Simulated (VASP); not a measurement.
# InSe (R3m) in VASP: single point with LDA

Aim: the single point of InSe with LDA.

Program: VASP 6.6.1. These are calculated values, not measurements. Logs are shortened: lines on timing, memory, paths and dates and some standing lists are left out, and cuts for length are marked.

## 1. The cell of the first run

It takes space group R3m (No. 160, trigonal). Conventional cell: a = 3.973 Å, b = 3.973 Å, c = 24.395 Å, α = 90.00°, β = 90.00°, γ = 120.00°. In (site symmetry 3m) has 3 Se at 2.62 Å and 1 In at 2.74 Å within 3.5 Å. Within 3.5 Å of In (site symmetry 3m) lie 3 Se at 2.62 Å and 1 In at 2.74 Å. Se (site symmetry 3m) has 3 In at 2.62 Å within 3.5 Å. Within 3.5 Å of Se (site symmetry 3m) lie 3 In at 2.62 Å.

## 2. Single point, LDA

Input file INCAR:

```
SYSTEM = InSe
  ALGO = Normal
  EDIFF = 1E-6
  ENCUT = 500
  GGA = CA
  GGA_COMPAT = .FALSE.
  ISIF = 2
  ISMEAR = 0
  LASPH = .TRUE.
  LCHARG = .FALSE.
  LREAL = .FALSE.
  LWAVE = .FALSE.
  NBANDS = 27
  NELM = 120
  PREC = Accurate
  SIGMA = 0.01
```

Input file KPOINTS:

```
Automatic mesh
0
Gamma
  12 12 12
  0.5 0.5 0.5
```

Input file POSCAR:

```
InSe
1.0
    1.9866388012      1.1469864467      8.1318303717
   -1.9866388012      1.1469864467      8.1318303717
    0.0000000000     -2.2939728933      8.1318303717
In Se
2 2
Direct
    0.1123122770      0.1123122770      0.1123122770
   -0.0000935881     -0.0000935881     -0.0000935881
    0.6145945977      0.6145945977      0.6145945977
    0.8308847033      0.8308847033      0.8308847033
```

Potentials or basis: VASP PAW LDA potentials, release 64 (In_d, Se).

On the command line:

```sh
> cat potpaw_LDA.64/In_d/POTCAR potpaw_LDA.64/Se/POTCAR > POTCAR
> mpirun -np 1 vasp_std > vasp.out
```

OUTCAR:

```text
SYSTEM = InSe
   EDIFF = 1E-6
   ENCUT = 500
   GGA = CA
   ISIF = 2
   ISMEAR = 0
   LASPH = .TRUE.
   LREAL = .FALSE.
   NELM = 120
   PREC = Accurate

 ion  position               nearest neighbor table
   1  0.112  0.112  0.112-   4 2.62   4 2.62   4 2.62   2 2.74
   2  1.000  1.000  1.000-   3 2.62   3 2.62   3 2.62   1 2.74
   3  0.615  0.615  0.615-   2 2.62   2 2.62   2 2.62
   4  0.831  0.831  0.831-   1 2.62   1 2.62   1 2.62

  LATTYP: Found a trigonal (rhomboedric) cell.
 ALAT       =     8.4491997745
 COS(alpha) =     0.8894301641

  Lattice vectors:

 A1 = (   1.9866388012,   1.1469864467,   8.1318303717)
 A2 = (  -1.9866388012,   1.1469864467,   8.1318303717)
 A3 = (   0.0000000000,  -2.2939728933,   8.1318303717)

Analysis of symmetry for initial positions (statically):
=====================================================================
 Subroutine PRICEL returns:
 Original cell was already a primitive cell.

 Routine SETGRP: Setting up the symmetry group for a
 trigonal (rhombohedral) supercell.

 Subroutine GETGRP returns: Found  6 space group operations
 (whereof  6 operations were pure point group operations)
 out of a pool of 12 trial point group operations.

The static configuration has the point symmetry C_3v.

Analysis of symmetry for dynamics (positions and initial velocities):
=====================================================================
 Subroutine PRICEL returns:
 Original cell was already a primitive cell.

 Routine SETGRP: Setting up the symmetry group for a
 trigonal (rhombohedral) supercell.

 Subroutine GETGRP returns: Found  6 space group operations
 (whereof  6 operations were pure point group operations)
 out of a pool of 12 trial point group operations.

The dynamic configuration has the point symmetry C_3v.

 Subroutine INISYM returns: Found  6 space group operations
 (whereof  6 operations are pure point group operations),
 and found     1 'primitive' translations

----------------------------------------------------------------------------------------

                                     Primitive cell

  volume of cell :     111.1775

  direct lattice vectors                    reciprocal lattice vectors
     1.986638801  1.146986447  8.131830372     0.251681382  0.145308314  0.040991181
    -1.986638801  1.146986447  8.131830372    -0.251681382  0.145308314  0.040991181
     0.000000000 -2.293972893  8.131830372     0.000000000 -0.290616628  0.040991181

  length of vectors
     8.449199775  8.449199775  8.449199774     0.293493273  0.293493273  0.293493273

  position of ions in fractional coordinates (direct lattice)
     0.112312277  0.112312277  0.112312277
     0.999906412  0.999906412  0.999906412
     0.614594598  0.614594598  0.614594598
     0.830884703  0.830884703  0.830884703

  ion indices of the primitive-cell ions
   primitive index   ion index
                 1           1
                 2           2
                 3           3
                 4           4

----------------------------------------------------------------------------------------

 KPOINTS: Automatic mesh

Automatic generation of k-mesh.
 Grid dimensions read from file:
 generate k-points for:   12   12   12

 Generating k-lattice:

  Cartesian coordinates                     Fractional coordinates (reciprocal lattice)
     0.020973449  0.012109026  0.003415932     0.083333333 -0.000000000 -0.000000000
    -0.020973449  0.012109026  0.003415932    -0.000000000  0.083333333 -0.000000000
     0.000000000 -0.024218052  0.003415932     0.000000000  0.000000000  0.083333333

  Length of vectors
     0.024457773  0.024457773  0.024457773

  Shift w.r.t. Gamma in fractional coordinates (k-lattice)
     0.500000000  0.500000000  0.500000000

 Subroutine IBZKPT returns following result:
 ===========================================

 Found    182 irreducible k-points:

 Following reciprocal coordinates:
            Coordinates               Weight
  0.041667  0.041667  0.041667      2.000000
  0.125000  0.041667  0.041667      6.000000
  0.208333  0.041667  0.041667      6.000000
  0.291667  0.041667  0.041667      6.000000
  0.375000  0.041667  0.041667      6.000000
  0.458333  0.041667  0.041667      6.000000
[... 16 lines left out ...]
 -0.041667  0.125000  0.041667     12.000000
  0.208333  0.208333  0.041667      6.000000
 [... further k-points ...]
   k-points           NKPTS =    182   k-points in BZ     NKDIM =    182   number of bands    NBANDS=     27
   number of dos      NEDOS =    301   number of ions     NIONS =      4
   total plane-waves  NPLWV = 262144
   dimension x,y,z NGX =    64 NGY =   64 NGZ =   64
   dimension x,y,z NGXF=   128 NGYF=  128 NGZF=  128
   ions per type =               2   2
   NGX,Y,Z   is equivalent  to a cutoff of  12.59, 12.59, 12.59 a.u.
   NGXF,Y,Z  is equivalent  to a cutoff of  25.19, 25.19, 25.19 a.u.
 SYSTEM =  InSe
   PREC   = accura    normal or accurate (medium, high low for compatibility)
   ISTART =      0    job   : 0-new  1-cont  2-samecut
   ICHARG =      2    charge: 1-file 2-atom 10-const
   ISPIN  =      1    spin polarized calculation?
   LNONCOLLINEAR =      F non collinear calculations
   LSORBIT =      F    spin-orbit coupling
   LASPH  =      T    aspherical Exc in radial PAW
   ENCUT  =  500.0 eV  36.75 Ry    6.06 a.u.  15.40 15.40 15.40*2*pi/ulx,y,z
   NELM   =    120;   NELMIN=  2; NELMDL= -5     # of ELM steps
   EDIFF  = 0.1E-05   stopping-criterion for ELM
   LREAL  =      F    real-space projection
   EDIFFG = 0.1E-04   stopping-criterion for IOM
   NSW    =      0    number of steps for IOM
   IBRION =     -1    ionic relax: 0-MD 1-quasi-New 2-CG
   NFREE  =      0    steps in history (QN), initial steepest desc. (CG)
   ISIF   =      2    stress and relaxation
   ISYM   =      2    0-nonsym 1-usesym 2-fastsym
   POTIM  = 0.5000    time-step for ionic-motion
   TEBEG  =    0.0;   TEEND  =   0.0 temperature during run
   PSTRESS=    0.0 pullay stress
   NELECT =      38.0000    total number of electrons
   NUPDOWN=      -1.0000    fix difference up-down
   EMIN   =  10.00;   EMAX   =-10.00  energy-range for DOS
   EFERMI =   0.00;   METHOD = LEGACY
   ISMEAR =     0;   SIGMA  =   0.01  broadening in eV -4-tet -1-fermi 0-gaus
   EFERMI_NEDOS =   21; number of points for ismear=-14 and -15
   IALGO  =     38    algorithm
   IMIX   =      4    mixing-type and parameters
     AMIX     =   0.40;   BMIX     =  1.00
     AMIX_MAG =   1.60;   BMIX_MAG =  1.00
  volume/ion in A,a.u.               =      27.79       187.57
  Fermi-wavevector in a.u.,A,eV,Ry     =   1.144626  2.163030 17.825941  1.310170
  Thomas-Fermi vector in A             =   2.281318
   LORBIT       =      0    0 simple, 1 ext, 2 COOP (PROOUT), +10 PAW based schemes
   GGA     = CA    functional components
   LHFCALC =     F    Hartree Fock is set to
   AEXX    =    0.0000 exact exchange contribution
   IVDW    =     0    specifies the selected vdW correction
   LEPSILON=     F    determine dielectric tensor
   LRPA    =     F    only Hartree local field effects (RPA)
 non-spin polarized calculation
 Gauss-broadening in eV      SIGMA  =   0.01
  energy-cutoff  :      500.00
  volume of cell :      111.18
 maximum number of plane-waves:      2864
 NGX is ok and might be reduce to    64
   NGX = 31   NGY = 31   NGZ = 31

 number of electron      38.0000000 magnetization

 Free energy of the ion-electron system (eV)
  ---------------------------------------------------
  ext. energy  EPLUGINS =         0.00000000
  ---------------------------------------------------
  free energy    TOTEN  =       -16.67137671 eV

  energy without entropy =      -16.67137671  energy(sigma->0) =      -16.67137671

 E-fermi :   4.6067     XC(G=0):  -9.5002

 val. band max:        4.5017837470   @ k =  -0.4583   0.4583   0.4583
 cond. band min:       4.8649935129   @ k =   0.4583   0.4583   0.4583
 fundamental gap:      0.3632097659
 Fermi energy:         4.6066963390

 k-point     1 :       0.0417    0.0417    0.0417
  band No.  band energies     occupation
      1     -10.4152      2.00000
      2     -10.1943      2.00000
      3     -10.1943      2.00000
      4     -10.0929      2.00000
      5     -10.0929      2.00000
      6     -10.0842      2.00000
[... 19 lines left out ...]
     26       9.8521      0.00000
     27      12.0467      0.00000

 k-point     2 :       0.1250    0.0417    0.0417
  band No.  band energies     occupation
      1     -10.4156      2.00000
      2     -10.2318      2.00000
      3     -10.1931      2.00000
      4     -10.1319      2.00000
      5     -10.0873      2.00000
      6     -10.0868      2.00000
[... 19 lines left out ...]
     26      10.0521      0.00000
     27      12.0297      0.00000

 k-point     3 :       0.2083    0.0417    0.0417
  band No.  band energies     occupation
      1     -10.4234      2.00000
      2     -10.3030      2.00000
      3     -10.2166      2.00000
      4     -10.1912      2.00000
      5     -10.0933      2.00000
      6     -10.0720      2.00000
[... 19 lines left out ...]
     26      10.4747      0.00000
     27      11.2758      0.00000

 k-point     4 :       0.2917    0.0417    0.0417
  band No.  band energies     occupation
      1     -10.4608      2.00000
      2     -10.3438      2.00000
      3     -10.3051      2.00000
      4     -10.1905      2.00000
      5     -10.1020      2.00000
      6     -10.0512      2.00000
[... 19 lines left out ...]
     26      10.8324      0.00000
     27      11.2371      0.00000
[... 516 lines left out ...]
      4     -10.1921      2.00000
      5     -10.0966      2.00000
      6     -10.0605      2.00000
[... 19 lines left out ...]
     26      11.0380      0.00000
     27      11.2402      0.00000

 k-point    23 :      -0.0417    0.1250    0.0417
  band No.  band energies     occupation
      1     -10.4195      2.00000
      2     -10.2851      2.00000
      3     -10.1922      2.00000
      4     -10.1909      2.00000
      5     -10.0905      2.00000
      6     -10.0774      2.00000
[... 19 lines left out ...]
     26      10.4903      0.00000
     27      11.5761      0.00000

 k-point    24 :       0.2083    0.2083    0.0417
  band No.  band energies     occupation
      1     -10.4228      2.00000
      2     -10.3010      2.00000
      3     -10.2197      2.00000
      4     -10.1915      2.00000
      5     -10.0933      2.00000
      6     -10.0719      2.00000
[... 19 lines left out ...]
     26      10.3769      0.00000
     27      11.4083      0.00000

 [... further k-points ...]

------------------------ aborting loop because EDIFF is reached ----------------------------------------

  FORCE on cell =-STRESS in cart. coord.  units (eV):
  Direction    XX          YY          ZZ          XY          YZ          ZX
  --------------------------------------------------------------------------------------
  -------------------------------------------------------------------------------------
  Total        0.1032215      0.1032215      0.1155886      0.0000000      0.0000000      0.0000000
  in kB        1.4875243      1.4875243      1.6657461      0.0000000      0.0000000      0.0000000
  external PRESSURE =       1.5469316 kB  Pullay stress =       0.0000000 kB

 VOLUME and BASIS-vectors are now :
 -----------------------------------------------------------------------------
  energy-cutoff  :      500.00
  volume of cell :      111.18
      direct lattice vectors                 reciprocal lattice vectors
     1.986638801  1.146986447  8.131830372     0.251681382  0.145308314  0.040991181
    -1.986638801  1.146986447  8.131830372    -0.251681382  0.145308314  0.040991181
     0.000000000 -2.293972893  8.131830372     0.000000000 -0.290616628  0.040991181

 POSITION                                       TOTAL-FORCE (eV/Angst)
 -----------------------------------------------------------------------------------
      0.00000      0.00000      2.73991         0.000000     -0.000000     -0.013093
      0.00000      0.00000     24.39321         0.000000      0.000000      0.012856
      0.00000      0.00000     14.99334         0.000000     -0.000000     -0.027532
      0.00000      0.00000     20.26984         0.000000      0.000000      0.027769
 -----------------------------------------------------------------------------------
    total drift:                               -0.000000     -0.000000      0.000680

  FREE ENERGIE OF THE ION-ELECTRON SYSTEM (eV)
  ---------------------------------------------------
  free  energy   TOTEN  =       -16.6713767102 eV

  energy  without entropy=      -16.6713767102  energy(sigma->0) =      -16.67137671
```

It took 53 min on 1 thread of Intel Xeon 8259CL, shared host; peak memory 0.74 GiB.

What came out:

```yaml
Free_energy: -16.6714 eV
Pressure: 0.2 GPa
Largest_force: 0.028 eV/Å
Band_gap_on_the_k_mesh: 0.36 eV (least direct gap 0.44 eV)
```

Forces in eV/Å, atoms in the order of the input:
```
In   0.000  0.000 -0.013
In   0.000  0.000  0.013
Se   0.000  0.000 -0.028
Se   0.000  0.000  0.028
```

Caveat: spin-orbit coupling is left out, which moves the levels of the heavy elements; a shifted mesh leaves out Γ, where band edges can lie.
